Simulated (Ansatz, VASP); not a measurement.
**Two plane-wave programs on Ru**

File INCAR:

```
PREC = Accurate
ENCUT = 520
EDIFF = 1E-6
ISMEAR = 0
SIGMA = 0.15
LREAL = F
LASPH = T
NELM = 100
ALGO = Fast
ISIF = 2
LWAVE = F
LCHARG = F
GGA = PE
NBANDS = 21
```

KPOINTS

```
regular mesh
0
Gamma
  24 24 12
```

Contents of POSCAR:

```
Ru
1.0
    2.7057993342      0.0000000000      0.0000000000
   -1.3528996671      2.3432909610      0.0000000000
    0.0000000000      0.0000000000      4.2819000000
Ru
2
Direct
    0.2501786082      0.6666666667      0.2500000000
    0.6666666667      0.3333333333      0.7500000000
```

Input for Ansatz:

```yaml
crystal:
  lattice:
    - [2.7057993342, 0.0, 0.0]
    - [-1.3528996671, 2.343290961, 0.0]
    - [0.0, 0.0, 4.2819]
  atoms:
    - { symbol: Ru, position: [0.2501786082, 0.6666666667, 0.25] }
    - { symbol: Ru, position: [0.6666666667, 0.3333333333, 0.75] }
basis:
  ecutwfc: 420
kpoints:
  mp_grid: { grid: [24, 24, 12] }
hamiltonian:
  xc: pbe
scf:
  occupations: { method: gaussian, width: 0.15 }
output:
  forces: true
  stress: true
  eigenvalues: true
```

Alike in both runs: task single point; functional PBE; k mesh 24 × 24 × 12; occupations gaussian, width 0.15 eV; no spin polarisation.

```csv
,VASP,Ansatz
version,VASP 6.6.1,Ansatz 0.2.0
potentials or method,"VASP PAW PBE potentials, release 64 (Ru_pv), cutoff 520 eV","scalar-relativistic, plane waves, PAW"
valence electrons in the cell,28,32
```

|  | VASP | Ansatz | Ansatz less VASP |
| --- | --- | --- | --- |
| gap on the k mesh at the Fermi level (eV) | none | none | - |
| pressure (GPa) | 6.9 | 6.9 | +0.08 |
| traceless stress, the component that is largest in VASP (GPa) | 3.89 | 3.86 | -0.028 |
| rms of the force components (eV/Å) | 0.893 | 0.893 | -0.0001 |

Atom by atom the forces differ by 0.002 eV/Å (rms over components). A gap of «none» marks a metal or a gap that the smearing closes. VASP's potentials hold 28 valence electrons a cell and Ansatz's 32, so a difference there can come from the potentials and not from the codes.
